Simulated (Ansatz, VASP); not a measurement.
## Lu in VASP and in Ansatz

File INCAR:

```
PREC = Accurate
ENCUT = 520
EDIFF = 1E-6
ISMEAR = 0
SIGMA = 0.1
LREAL = F
LASPH = T
NELM = 80
ALGO = Fast
ISIF = 2
LWAVE = F
LCHARG = F
GGA = PE
NBANDS = 18
```

The input KPOINTS:

```
regular mesh
0
Gamma
  20 20 20
```

POSCAR

```
Lu
1.0
    0.0000000000      2.5146146583      2.5146146583
    2.5146146583      0.0000000000      2.5146146583
    2.5146146583      2.5146146583      0.0000000000
Lu
1
Direct
    0.0000000000      0.0000000000      0.0000000000
```

Input for Ansatz:

```yaml
crystal:
  lattice:
    - [0.0, 2.5146146583, 2.5146146583]
    - [2.5146146583, 0.0, 2.5146146583]
    - [2.5146146583, 2.5146146583, 0.0]
  atoms:
    - { symbol: Lu, position: [0.0, 0.0, 0.0] }
basis:
  ecutwfc: 420
kpoints:
  mp_grid: { grid: [20, 20, 20] }
hamiltonian:
  xc: pbe
scf:
  occupations: { method: gaussian, width: 0.1 }
output:
  forces: true
  stress: true
  eigenvalues: true
```

Alike in both runs: task single point; functional PBE; k mesh 20 × 20 × 20; occupations gaussian, width 0.1 eV; no spin polarisation.

```csv
,VASP,Ansatz
version,VASP 6.6.1,Ansatz 0.2.0
potentials or method,"VASP PAW PBE potentials, release 64 (Lu), cutoff 520 eV","scalar-relativistic, plane waves, PAW"
valence electrons in the cell,25,25
```

Ansatz gave:

```
gap on the k mesh at the Fermi level (eV) : none
pressure (GPa)                            : -3.4
```

Task: Which values does VASP return?

Result: gap on the k mesh at the Fermi level (eV): none; pressure (GPa): -3.3.

A gap of «none» marks a metal or a gap that the smearing closes.

Spin-orbit coupling is off throughout.
